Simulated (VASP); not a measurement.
Here is a VASP 6.6.1 calculation.

INCAR

```
ALGO = Normal ; EDIFF = 1E-6
ENCUT = 520 ; GGA = PE
ISIF = 2 ; ISMEAR = 0
LASPH = T ; LCHARG = F
LREAL = F ; LWAVE = F
NBANDS = 16 ; NELM = 100
PREC = Accurate ; SIGMA = 0.05
```

The input KPOINTS:

```
k-points
0
Gamma
  24 24 8
```

File POSCAR:

```
C
1.0
    2.4665028324      0.0000000000      0.0000000000
   -1.2332514162      2.1360541114      0.0000000000
    0.0000000000      0.0000000000      8.5310270740
C
4
Direct
    0.0000000000      0.0000000000      0.2500000000
    0.3333333333      0.6666666667      0.2500000000
    0.0000000000      0.0000000000      0.7500000000
    0.6666666667      0.3333333333      0.7500000000
```

Potentials or basis: VASP PAW PBE potentials, release 64 (C).

Run with:

```console
$ cat potpaw_PBE.64/C/POTCAR > POTCAR
$ mpirun -np 1 vasp_std > vasp.out
```

Predict the pressure.

0.4 GPa.

What does it give for the band gap on the k mesh?

Zero (filled and empty bands touch).

Stress tensor (GPa, compression positive):
```
 0.55  0.00  0.00
 0.00  0.55  0.00
 0.00  0.00 -0.02
```

Caveat: this functional lacks dispersion, which binds the layers, so the pressure and a relaxed spacing across them are unreliable.
